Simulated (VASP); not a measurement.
# TaN (Fm-3m) in VASP: a series of runs

Aim: see how the results for TaN move with the level of theory and the settings. Levels: LDA, r2SCAN. Tasks: single point.

All numbers are computed with VASP 6.6.1; they aren't measurements. Logs are shortened: lines on timing, memory, paths and dates and some standing lists are left out, and cuts for length are marked.

## 1. The cell of the first run

The structure is cubic, space group Fm-3m (No. 225). The conventional cell has a = 4.332 Å, b = 4.332 Å, c = 4.332 Å, α = 90.00°, β = 90.00°, γ = 90.00°. Ta (site symmetry m-3m) has 6 N at 2.17 Å within 2.9 Å. N (site symmetry m-3m) has 6 Ta at 2.17 Å within 2.9 Å.

## 2. Single point, LDA

The input, INCAR:

```
PREC = Accurate ; ENCUT = 600
EDIFF = 1E-6 ; ISMEAR = -1
SIGMA = 0.05 ; LREAL = F
LASPH = T ; NELM = 120
ALGO = Normal ; ISIF = 2
LWAVE = F ; LCHARG = F
GGA = CA ; NBANDS = 16
GGA_COMPAT = F
```

The input, KPOINTS:

```
Automatic mesh
0
Gamma
  10 10 10
```

The input, POSCAR:

```
TaN
1.0
    0.0000000000      2.1661812927      2.1661812927
    2.1661812927      0.0000000000      2.1661812927
    2.1661812927      2.1661812927      0.0000000000
Ta N
1 1
Direct
    0.5000000000      0.5000000000      0.5000000000
    0.0000000000      0.0000000000      0.0000000000
```

Potentials or basis: VASP PAW LDA potentials, release 64 (Ta_sv_GW, N).

On the command line:

```console
> cat potpaw_LDA.64/Ta_sv_GW/POTCAR potpaw_LDA.64/N/POTCAR > POTCAR
> mpirun -np 1 vasp_std > vasp.out
```

OUTCAR:

```text
PREC = Accurate
   ENCUT = 600
   EDIFF = 1E-6
   ISMEAR = -1
   LREAL = F
   LASPH = T
   NELM = 120
   ISIF = 2
   GGA = CA

 ion  position               nearest neighbor table
   1  0.500  0.500  0.500-   2 2.17   2 2.17   2 2.17   2 2.17   2 2.17   2 2.17
   2  0.000  0.000  0.000-   1 2.17   1 2.17   1 2.17   1 2.17   1 2.17   1 2.17

  LATTYP: Found a face centered cubic cell.
 ALAT       =     4.3323625854

  Lattice vectors:

 A1 = (   0.0000000000,   2.1661812927,   2.1661812927)
 A2 = (   2.1661812927,   0.0000000000,   2.1661812927)
 A3 = (   2.1661812927,   2.1661812927,   0.0000000000)

Analysis of symmetry for initial positions (statically):
=====================================================================
 Subroutine PRICEL returns:
 Original cell was already a primitive cell.

 Routine SETGRP: Setting up the symmetry group for a
 face centered cubic supercell.

 Subroutine GETGRP returns: Found 48 space group operations
 (whereof 48 operations were pure point group operations)
 out of a pool of 48 trial point group operations.

The static configuration has the point symmetry O_h .

Analysis of symmetry for dynamics (positions and initial velocities):
=====================================================================
 Subroutine PRICEL returns:
 Original cell was already a primitive cell.

 Routine SETGRP: Setting up the symmetry group for a
 face centered cubic supercell.

 Subroutine GETGRP returns: Found 48 space group operations
 (whereof 48 operations were pure point group operations)
 out of a pool of 48 trial point group operations.

The dynamic configuration has the point symmetry O_h .

 Subroutine INISYM returns: Found 48 space group operations
 (whereof 48 operations are pure point group operations),
 and found     1 'primitive' translations

----------------------------------------------------------------------------------------

                                     Primitive cell

  volume of cell :      20.3289

  direct lattice vectors                    reciprocal lattice vectors
     0.000000000  2.166181293  2.166181293    -0.230820939  0.230820939  0.230820939
     2.166181293  0.000000000  2.166181293     0.230820939 -0.230820939  0.230820939
     2.166181293  2.166181293  0.000000000     0.230820939  0.230820939 -0.230820939

  length of vectors
     3.063442963  3.063442963  3.063442963     0.399793594  0.399793594  0.399793594

  position of ions in fractional coordinates (direct lattice)
     0.500000000  0.500000000  0.500000000
     0.000000000  0.000000000  0.000000000

  ion indices of the primitive-cell ions
   primitive index   ion index
                 1           1
                 2           2

----------------------------------------------------------------------------------------

 KPOINTS: Automatic mesh

Automatic generation of k-mesh.
 Grid dimensions read from file:
 generate k-points for:   10   10   10

 Generating k-lattice:

  Cartesian coordinates                     Fractional coordinates (reciprocal lattice)
    -0.023082094  0.023082094  0.023082094     0.100000000  0.000000000  0.000000000
     0.023082094 -0.023082094  0.023082094     0.000000000  0.100000000  0.000000000
     0.023082094  0.023082094 -0.023082094     0.000000000  0.000000000  0.100000000

  Length of vectors
     0.039979359  0.039979359  0.039979359

  Shift w.r.t. Gamma in fractional coordinates (k-lattice)
     0.000000000  0.000000000  0.000000000

 Subroutine IBZKPT returns following result:
 ===========================================

 Found     47 irreducible k-points:

 Following reciprocal coordinates:
            Coordinates               Weight
  0.000000  0.000000  0.000000      1.000000
  0.100000  0.000000  0.000000      8.000000
  0.200000  0.000000  0.000000      8.000000
  0.300000  0.000000  0.000000      8.000000
  0.400000  0.000000  0.000000      8.000000
  0.500000  0.000000  0.000000      4.000000
[... 16 lines left out ...]
  0.300000  0.300000  0.000000      6.000000
  0.400000  0.300000  0.000000     24.000000
 [... further k-points ...]
   k-points           NKPTS =     47   k-points in BZ     NKDIM =     47   number of bands    NBANDS=     16
   number of dos      NEDOS =    301   number of ions     NIONS =      2
   total plane-waves  NPLWV =  13824
   dimension x,y,z NGX =    24 NGY =   24 NGZ =   24
   dimension x,y,z NGXF=    48 NGYF=   48 NGZF=   48
   ions per type =               1   1
   NGX,Y,Z   is equivalent  to a cutoff of  13.02, 13.02, 13.02 a.u.
   NGXF,Y,Z  is equivalent  to a cutoff of  26.05, 26.05, 26.05 a.u.
 SYSTEM =  unknown system
   PREC   = accura    normal or accurate (medium, high low for compatibility)
   ISTART =      0    job   : 0-new  1-cont  2-samecut
   ICHARG =      2    charge: 1-file 2-atom 10-const
   ISPIN  =      1    spin polarized calculation?
   LNONCOLLINEAR =      F non collinear calculations
   LSORBIT =      F    spin-orbit coupling
   LASPH  =      T    aspherical Exc in radial PAW
   ENCUT  =  600.0 eV  44.10 Ry    6.64 a.u.   6.12  6.12  6.12*2*pi/ulx,y,z
   NELM   =    120;   NELMIN=  2; NELMDL= -5     # of ELM steps
   EDIFF  = 0.1E-05   stopping-criterion for ELM
   LREAL  =      F    real-space projection
   EDIFFG = 0.1E-04   stopping-criterion for IOM
   NSW    =      0    number of steps for IOM
   IBRION =     -1    ionic relax: 0-MD 1-quasi-New 2-CG
   NFREE  =      0    steps in history (QN), initial steepest desc. (CG)
   ISIF   =      2    stress and relaxation
   ISYM   =      2    0-nonsym 1-usesym 2-fastsym
   POTIM  = 0.5000    time-step for ionic-motion
   TEBEG  =    0.0;   TEEND  =   0.0 temperature during run
   PSTRESS=    0.0 pullay stress
   NELECT =      18.0000    total number of electrons
   NUPDOWN=      -1.0000    fix difference up-down
   EMIN   =  10.00;   EMAX   =-10.00  energy-range for DOS
   EFERMI =   0.00;   METHOD = LEGACY
   ISMEAR =    -1;   SIGMA  =   0.05  broadening in eV -4-tet -1-fermi 0-gaus
   EFERMI_NEDOS =   21; number of points for ismear=-14 and -15
   IALGO  =     38    algorithm
   IMIX   =      4    mixing-type and parameters
     AMIX     =   0.40;   BMIX     =  1.00
     AMIX_MAG =   1.60;   BMIX_MAG =  1.00
  volume/ion in A,a.u.               =      10.16        68.59
  Fermi-wavevector in a.u.,A,eV,Ry     =   1.572030  2.970706 33.623789  2.471279
  Thomas-Fermi vector in A             =   2.673525
   LORBIT       =      0    0 simple, 1 ext, 2 COOP (PROOUT), +10 PAW based schemes
   GGA     = CA    functional components
   LHFCALC =     F    Hartree Fock is set to
   AEXX    =    0.0000 exact exchange contribution
   IVDW    =     0    specifies the selected vdW correction
   LEPSILON=     F    determine dielectric tensor
   LRPA    =     F    only Hartree local field effects (RPA)
 non-spin polarized calculation
  energy-cutoff  :      600.00
  volume of cell :       20.33
 maximum number of plane-waves:       700
   NGX = 13   NGY = 13   NGZ = 13

 number of electron      18.0000001 magnetization

 Free energy of the ion-electron system (eV)
  ---------------------------------------------------
  ext. energy  EPLUGINS =         0.00000000
  ---------------------------------------------------
  free energy    TOTEN  =       -26.67849470 eV

  energy without entropy =      -26.67264172  energy(sigma->0) =      -26.67556821

 E-fermi :  14.2165     XC(G=0): -14.3255

 val. band max:       14.2073390699   @ k =   0.0000   0.0000   0.0000
 cond. band min:      14.2574391233   @ k =  -0.3000   0.3000   0.1000
 fundamental gap:      0.0501000534
 Fermi energy:        14.2165414263

 k-point     1 :       0.0000    0.0000    0.0000
  band No.  band energies     occupation
      1     -54.8688      2.00000
      2     -21.2748      2.00000
      3     -21.2748      2.00000
      4     -21.2748      2.00000
      5      -4.7518      2.00000
      6      10.3150      2.00000
[... 8 lines left out ...]
     15      23.4538      0.00000
     16      39.3315      0.00000

 k-point     2 :       0.1000    0.0000    0.0000
  band No.  band energies     occupation
      1     -54.8623      2.00000
      2     -21.3816      2.00000
      3     -21.2842      2.00000
      4     -21.2842      2.00000
      5      -4.4863      2.00000
      6       9.1760      2.00000
[... 8 lines left out ...]
     15      24.2202      0.00000
     16      36.2706      0.00000

 k-point     3 :       0.2000    0.0000    0.0000
  band No.  band energies     occupation
      1     -54.8441      2.00000
      2     -21.6516      2.00000
      3     -21.3087      2.00000
      4     -21.3087      2.00000
      5      -3.7632      2.00000
      6       7.3022      2.00000
[... 8 lines left out ...]
     15      26.0453      0.00000
     16      32.8777      0.00000

 k-point     4 :       0.3000    0.0000    0.0000
  band No.  band energies     occupation
      1     -54.8219      2.00000
      2     -21.9684      2.00000
      3     -21.3386      2.00000
      4     -21.3386      2.00000
      5      -2.7756      2.00000
      6       5.5040      2.00000
[... 8 lines left out ...]
     15      26.8852      0.00000
     16      30.6815      0.00000

 k-point     5 :       0.4000    0.0000    0.0000
  band No.  band energies     occupation
      1     -54.8037      2.00000
      2     -22.2126      2.00000
      3     -21.3626      2.00000
      4     -21.3626      2.00000
      5      -1.8149      2.00000
      6       4.0941      2.00000
[... 8 lines left out ...]
     15      26.4597      0.00000
     16      27.8150      0.00000

 k-point     6 :       0.5000    0.0000    0.0000
  band No.  band energies     occupation
      1     -54.7970      2.00000
      2     -22.3033      2.00000
      3     -21.3717      2.00000
      4     -21.3717      2.00000
      5      -1.3648      2.00000
      6       3.5025      2.00000
[... 8 lines left out ...]
     15      26.5116      0.00000
     16      26.5236      0.00000

 k-point     7 :       0.1000    0.1000    0.0000
  band No.  band energies     occupation
      1     -54.8600      2.00000
      2     -21.3753      2.00000
      3     -21.3079      2.00000
      4     -21.3079      2.00000
      5      -4.4117      2.00000
      6       8.4254      2.00000
[... 8 lines left out ...]
     15      24.4666      0.00000
     16      36.1850      0.00000

 k-point     8 :       0.2000    0.1000    0.0000
  band No.  band energies     occupation
      1     -54.8456      2.00000
      2     -21.5749      2.00000
      3     -21.3438      2.00000
      4     -21.3246      2.00000
      5      -3.8847      2.00000
      6       7.1018      2.00000
[... 8 lines left out ...]
     15      25.9675      0.00000
     16      32.9402      0.00000

 k-point     9 :       0.3000    0.1000    0.0000
  band No.  band energies     occupation
      1     -54.8247      2.00000
      2     -21.8655      2.00000
      3     -21.3781      2.00000
      4     -21.3541      2.00000
      5      -3.0615      2.00000
      6       5.7972      2.00000
[... 8 lines left out ...]
     15      27.2018      0.00000
     16      30.4892      0.00000
[... 172 lines left out ...]
 k-point    19 :       0.5000    0.2000    0.0000
  band No.  band energies     occupation
      1     -54.7887      2.00000
      2     -22.1471      2.00000
      3     -21.5734      2.00000
      4     -21.4573      2.00000
      5      -2.2023      2.00000
      6       4.8922      2.00000
[... 8 lines left out ...]
     15      24.6667      0.00000
     16      28.0935      0.00000

 k-point    20 :      -0.4000    0.2000    0.0000
  band No.  band energies     occupation
      1     -54.7873      2.00000
      2     -22.1550      2.00000
      3     -21.6266      2.00000
      4     -21.4230      2.00000
      5      -1.9864      2.00000
      6       4.5584      2.00000
[... 8 lines left out ...]
     15      25.1594      0.00000
     16      27.3272      0.00000

 k-point    21 :      -0.3000    0.2000    0.0000
  band No.  band energies     occupation
      1     -54.7970      2.00000
      2     -22.0568      2.00000
      3     -21.6229      2.00000
      4     -21.3734      2.00000
      5      -2.1661      2.00000
      6       4.6882      2.00000
[... 8 lines left out ...]
     15      25.9440      0.00000
     16      27.4857      0.00000

 k-point    22 :      -0.2000    0.2000    0.0000
  band No.  band energies     occupation
      1     -54.8141      2.00000
      2     -21.9106      2.00000
      3     -21.5377      2.00000
      4     -21.3272      2.00000
      5      -2.6944      2.00000
      6       5.3541      2.00000
[... 8 lines left out ...]
     15      27.2638      0.00000
     16      27.8888      0.00000

 k-point    23 :       0.3000    0.3000    0.0000
  band No.  band energies     occupation
      1     -54.8064      2.00000
      2     -21.8860      2.00000
      3     -21.4991      2.00000
      4     -21.4991      2.00000
      5      -3.2234      2.00000
      6       5.8292      2.00000
[... 8 lines left out ...]
     15      27.8772      0.00000
     16      30.3374      0.00000

 k-point    24 :       0.4000    0.3000    0.0000
  band No.  band energies     occupation
      1     -54.7921      2.00000
      2     -22.0074      2.00000
      3     -21.5659      2.00000
      4     -21.5344      2.00000
      5      -3.1008      2.00000
      6       6.1077      2.00000
[... 8 lines left out ...]
     15      25.3994      0.00000
     16      29.8750      0.00000

 [... further k-points ...]

------------------------ aborting loop because EDIFF is reached ----------------------------------------

  FORCE on cell =-STRESS in cart. coord.  units (eV):
  Direction    XX          YY          ZZ          XY          YZ          ZX
  --------------------------------------------------------------------------------------
  -------------------------------------------------------------------------------------
  Total        0.6867839      0.6867839      0.6867839     -0.0000000      0.0000000      0.0000000
  in kB       54.1272942     54.1272942     54.1272942     -0.0000000      0.0000000      0.0000000
  external PRESSURE =      54.1272942 kB  Pullay stress =       0.0000000 kB

 VOLUME and BASIS-vectors are now :
 -----------------------------------------------------------------------------
  energy-cutoff  :      600.00
  volume of cell :       20.33
      direct lattice vectors                 reciprocal lattice vectors
     0.000000000  2.166181293  2.166181293    -0.230820939  0.230820939  0.230820939
     2.166181293  0.000000000  2.166181293     0.230820939 -0.230820939  0.230820939
     2.166181293  2.166181293  0.000000000     0.230820939  0.230820939 -0.230820939

 POSITION                                       TOTAL-FORCE (eV/Angst)
 -----------------------------------------------------------------------------------
      2.16618      2.16618      2.16618        -0.000000      0.000000      0.000000
      0.00000      0.00000      0.00000         0.000000     -0.000000     -0.000000
 -----------------------------------------------------------------------------------
    total drift:                                0.000000     -0.000000      0.000000

  FREE ENERGIE OF THE ION-ELECTRON SYSTEM (eV)
  ---------------------------------------------------
  free  energy   TOTEN  =       -26.6784946963 eV

  energy  without entropy=      -26.6726417232  energy(sigma->0) =      -26.67556821
```

It took 10 s on 1 thread of Intel Xeon Platinum 8259CL at 2.50GHz (Skylake/Cascade Lake), shared host; peak memory 0.14 GiB.

Results:

- Free energy: -26.6785 eV
- Pressure: 5.4 GPa
- Band gap on the k mesh: zero (band 9 reaches 16.22 eV, above the bottom of band 10 at 11.94 eV)

Caveat: spin-orbit coupling is left out, which moves the levels of the heavy elements.

(Continued in part 2 of 2.)
